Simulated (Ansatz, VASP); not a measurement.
## Be24NO in VASP and in Ansatz

INCAR

```
SYSTEM = Be24NO
PREC = Accurate ; ENCUT = 520
EDIFF = 1E-6 ; ISMEAR = 0
SIGMA = 0.1 ; LREAL = .False.
LASPH = .True. ; NELM = 200
ALGO = Normal ; ISIF = 2
LWAVE = .False. ; LCHARG = .False.
ISPIN = 2 ; MAGMOM = 0 0 0 0 0 0 0 0 0 0 0 0 0 0 0 0 0 0 0 0 0 0 0 0 1 0
LORBIT = 11 ; LDIPOL = .True.
IDIPOL = 3 ; DIPOL = 0.5 0.5 0.290
GGA = PE ; NBANDS = 52
GGA_COMPAT = .False. ; NELMDL = -8
KPAR = 4
```

KPOINTS

```
Automatic mesh
0
Gamma
  6 4 1
  0 0 0
```

The input POSCAR:

```
Be24NO
1.0
    4.5254381411      0.0000000000      0.0000000000
    0.0000000000      7.1336190820      0.0000000000
    0.0000000000      0.0000000000     22.3685529248
Be N O
24 1 1
Direct
    0.0000000000      0.3750000000      0.1788224752
    0.0000000000      0.8750000000      0.1788224752
    0.5000000000      0.3750000000      0.1788224752
    0.5000000000      0.8750000000      0.1788224752
    0.2500000000      0.1250000000      0.2080237711
    0.2500000000      0.6250000000      0.2080237711
    0.7500000000      0.1250000000      0.2080237711
    0.7500000000      0.6250000000      0.2080237711
    0.2500000000      0.3750000000      0.2664263628
    0.2500000000      0.8750000000      0.2664263628
    0.7500000000      0.3750000000      0.2664263628
    0.7500000000      0.8750000000      0.2664263628
    0.0000000000      0.1250000000      0.2903069137
    0.0000000000      0.6250000000      0.2903069137
    0.5000000000      0.1250000000      0.2903069137
    0.5000000000      0.6250000000      0.2903069137
    0.0000000000      0.3750000000      0.3546814205
    0.0000000000      0.8750000000      0.3546814205
    0.5000000000      0.3750000000      0.3546814205
    0.5000000000      0.8750000000      0.3546814205
    0.2500000000      0.1250000000      0.3741213369
    0.2500000000      0.6250000000      0.3741213369
    0.7500000000      0.1250000000      0.3741213369
    0.7500000000      0.6250000000      0.3741213369
    0.7500000000      0.4583333333      0.4134622814
    0.8849191768      0.5932525101      0.4271156668
```

Input for Ansatz:

```yaml
crystal:
  lattice:
    - [4.5254381411, 0.0, 0.0]
    - [0.0, 7.133619082, 0.0]
    - [0.0, 0.0, 22.3685529248]
  atoms:
    - { symbol: Be, position: [0.0, 0.375, 0.1788224752] }
    - { symbol: Be, position: [0.0, 0.875, 0.1788224752] }
    - { symbol: Be, position: [0.5, 0.375, 0.1788224752] }
    - { symbol: Be, position: [0.5, 0.875, 0.1788224752] }
    - { symbol: Be, position: [0.25, 0.125, 0.2080237711] }
    - { symbol: Be, position: [0.25, 0.625, 0.2080237711] }
    - { symbol: Be, position: [0.75, 0.125, 0.2080237711] }
    - { symbol: Be, position: [0.75, 0.625, 0.2080237711] }
    - { symbol: Be, position: [0.25, 0.375, 0.2664263628] }
    - { symbol: Be, position: [0.25, 0.875, 0.2664263628] }
    - { symbol: Be, position: [0.75, 0.375, 0.2664263628] }
    - { symbol: Be, position: [0.75, 0.875, 0.2664263628] }
    - { symbol: Be, position: [0.0, 0.125, 0.2903069137] }
    - { symbol: Be, position: [0.0, 0.625, 0.2903069137] }
    - { symbol: Be, position: [0.5, 0.125, 0.2903069137] }
    - { symbol: Be, position: [0.5, 0.625, 0.2903069137] }
    - { symbol: Be, position: [0.0, 0.375, 0.3546814205] }
    - { symbol: Be, position: [0.0, 0.875, 0.3546814205] }
    - { symbol: Be, position: [0.5, 0.375, 0.3546814205] }
    - { symbol: Be, position: [0.5, 0.875, 0.3546814205] }
    - { symbol: Be, position: [0.25, 0.125, 0.3741213369] }
    - { symbol: Be, position: [0.25, 0.625, 0.3741213369] }
    - { symbol: Be, position: [0.75, 0.125, 0.3741213369] }
    - { symbol: Be, position: [0.75, 0.625, 0.3741213369] }
    - { symbol: "N", position: [0.75, 0.4583333333, 0.4134622814], spin: 1.0 }
    - { symbol: O, position: [0.8849191768, 0.5932525101, 0.4271156668] }
basis:
  ecutwfc: 420
kpoints:
  mp_grid: { grid: [6, 4, 1] }
hamiltonian:
  xc: pbe
scf:
  occupations: { method: gaussian, width: 0.1 }
output:
  forces: true
  eigenvalues: true
  populations: true
magnetization:
  spin_polarized: true
efield:
  axis: 3
  dipole_correction: true
  ramp_width: 0.04
```

Alike in both runs: task single point; functional PBE; k mesh 6 × 4 × 1; occupations gaussian, width 0.1 eV; collinear spin.

```csv
,VASP,Ansatz
version,VASP 6.6.1,Ansatz 0.2.0
potentials or method,"VASP PAW PBE potentials, release 64 (Be, N, O), cutoff 520 eV","scalar-relativistic, plane waves, PAW"
valence electrons in the cell,59,59
```

|  | VASP | Ansatz | Ansatz less VASP |
| --- | --- | --- | --- |
| gap on the k mesh at the Fermi level (eV) | none | none | - |
| rms of the force components (eV/Å) | 2.880 | 2.703 | -0.1767 |
| net moment per atom (μB) | 0.00 | 0.00 | 0.000 |

Atom by atom the forces differ by 0.196 eV/Å (rms over components). A gap of «none» marks a metal or a gap that the smearing closes. The functional is the same, so the differences come from potentials, cutoffs and numerics. Ansatz's warnings: seeded moment not kept.

Noted on VASP's run: the standard files for N, O and F lose accuracy on very short bonds.
